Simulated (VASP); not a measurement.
# Ti: single point with PBEsol

Crystal: Ti.

```xyz
1
Lattice="0.0000 2.0786 1.9772 2.0786 0.0000 1.9772 2.0786 2.0786 0.0000" Properties=species:S:1:pos:R:3 pbc="T T T"
Ti    0.0000    0.0000    0.0000
```

This cell differs from its parent crystal: strain +0.025 along x and y, -0.025 along z.

* Program: VASP 6.6.1
* Task: single point
* Functional: PBEsol
* Potentials or basis: VASP PAW PBE potentials, release 64 (Ti_sv)
* Cutoff: 520 eV
* k mesh: 26 × 26 × 26
* Occupations: gaussian, width 0.15 eV
* Spin: no spin polarisation
* Dipole correction: no
* Further INCAR settings: ALGO = Fast; EDIFF = 1e-06; NBANDS = 12

- Pressure: -2.9 GPa
- Band gap on the k mesh: zero (band 6 reaches 9.15 eV, above the bottom of band 7 at 7.70 eV)

Stress tensor (GPa, compression positive):
```
-3.42  0.00  0.00
 0.00 -3.42  0.00
 0.00  0.00 -1.75
```

Levels at points of the mesh, in eV from the Fermi level:
| k point | band 4 | band 5 | band 6 | band 7 | band 8 | band 9 |
| --- | --- | --- | --- | --- | --- | --- |
| (0.00, 0.00, 0.00) | -32.37 | -6.13 | 0.77 | 0.77 | 1.16 | 2.31 |
| (0.50, 0.00, 0.00) | -32.44 | -2.63 | 0.54 | 0.70 | 1.00 | 3.56 |
| (0.50, 0.50, 0.00) | -32.67 | -2.61 | -1.83 | 3.56 | 3.64 | 3.97 |
| (0.50, 0.00, 0.50) | -32.58 | -2.64 | -1.69 | 2.62 | 3.63 | 3.80 |

Wall time 2.3 min on 1 thread of Intel(R) Xeon(R) 6975P-C (Granite Rapids), on a shared host, peak memory 0.36 GiB.

Caveat: the cell differs from its parent crystal (strain +0.025 along x and y, -0.025 along z); the PAW data sets were made with another functional, which shifts forces and pressure a little.
